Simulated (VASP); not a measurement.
The system is Ta3N.

```xyz
4
Lattice="3.0917 0.0000 0.0000 -1.5458 2.6775 0.0000 0.0000 0.0000 7.6717" Properties=species:S:1:pos:R:3 pbc="T T T"
Ta    1.5458    0.8925    6.3374
Ta    0.0000    1.7850    1.3343
Ta    0.0000    0.0000    3.8359
N     0.0000    0.0000    0.0000
```

Base run:

- Program: VASP 6.6.1
- Functional: PBE
- Potentials or basis: VASP PAW PBE potentials, release 64 (Ta_pv, N)
- Cutoff: 520 eV
- k mesh: 10 × 10 × 4
- Occupations: fermi-dirac, width 0.05 eV
- Spin: no spin polarisation

Its results: band gap on the k mesh zero (band 19 reaches 6.41 eV, above the bottom of band 20 at 5.89 eV); pressure -13.2 GPa; largest force 0.402 eV/Å.

The run is repeated on the same cell with these changes: functional from PBE to r2SCAN. What comes out?

Band gap on the k mesh zero (band 19 reaches 6.27 eV, above the bottom of band 20 at 5.85 eV); pressure -16.0 GPa; largest force 0.319 eV/Å.

Caveats: spin-orbit coupling is left out, which moves the levels of the heavy elements; the PAW data sets were made with another functional, which shifts forces and pressure a little (some runs).
